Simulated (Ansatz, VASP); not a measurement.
**One calculation of Pd, two programs**

Contents of INCAR:

```
SYSTEM = Pd
PREC = Accurate ; ENCUT = 520
EDIFF = 1E-7 ; ISMEAR = -1
SIGMA = 0.05 ; LREAL = .FALSE.
LASPH = .TRUE. ; NELM = 150
ALGO = Normal ; ISIF = 2
LWAVE = .FALSE. ; LCHARG = .FALSE.
ISPIN = 2 ; MAGMOM = 0.422 0.422
LORBIT = 11 ; LMAXMIX = 4
NBANDS = 21
```

Contents of KPOINTS:

```
regular mesh
0
G
  11 11 11
  0 0 0
```

POSCAR

```
Pd
1.0
    0.0000000000      2.7303914414      2.7303914414
    2.7303914414      0.0000000000      2.7303914414
    2.7303914414      2.7303914414      0.0000000000
Pd
2
Direct
    0.1250000000      0.1250000000      0.1250000000
    0.8750000000      0.8750000000      0.8750000000
```

Input for Ansatz:

```yaml
crystal:
  lattice:
    - [0.0, 2.7303914414, 2.7303914414]
    - [2.7303914414, 0.0, 2.7303914414]
    - [2.7303914414, 2.7303914414, 0.0]
  atoms:
    - { symbol: Pd, position: [0.125, 0.125, 0.125], spin: 0.422 }
    - { symbol: Pd, position: [0.875, 0.875, 0.875], spin: 0.422 }
hamiltonian:
  xc: lda
  pseudopotentials:
    kind: paw
    azcp:
      Pd: "pseudopotentials/Pd.paw.azcp"
basis:
  ecutwfc: 420
  fft_grid_basis: typed
kpoints:
  mp_grid: { grid: [11, 11, 11], shift: [0, 0, 0] }
magnetization:
  spin_polarized: true
scf:
  occupations: { method: fermi_dirac, width: 0.05 }
  lower_state_search: "off"
output:
  stress: true
```

Alike in both runs: task single point; functional LDA; k mesh 11 × 11 × 11; occupations fermi-dirac, width 0.05 eV; collinear spin.

|  | VASP | Ansatz |
| --- | --- | --- |
| version | VASP 6.6.1 | Ansatz 0.2.0 |
| potentials or method | VASP PAW LDA potentials, release 64 (Pd), cutoff 520 eV | plane waves (420 eV) with PAW, scalar-relativistic |
| valence electrons in the cell | 20 | 36 |

|  | VASP | Ansatz | Ansatz less VASP |
| --- | --- | --- | --- |
| pressure (GPa) | 9.5 | 10.2 | +0.63 |
| net moment per atom (μB) | 0.34 | 0.40 | +0.063 |
| size of the moment on the site where the two differ most (μB) | 0.33 | 0.38 | +0.052 |

Ansatz warns that its potentials were made for another functional, while VASP's fit it. LDA's correlation is that of Perdew and Zunger in VASP and of Perdew and Wang (1992) in Ansatz. Site moments also hang on the region over which each program counts them. VASP's potentials hold 20 valence electrons a cell and Ansatz's 36, so a difference there can come from the potentials and not from the codes.
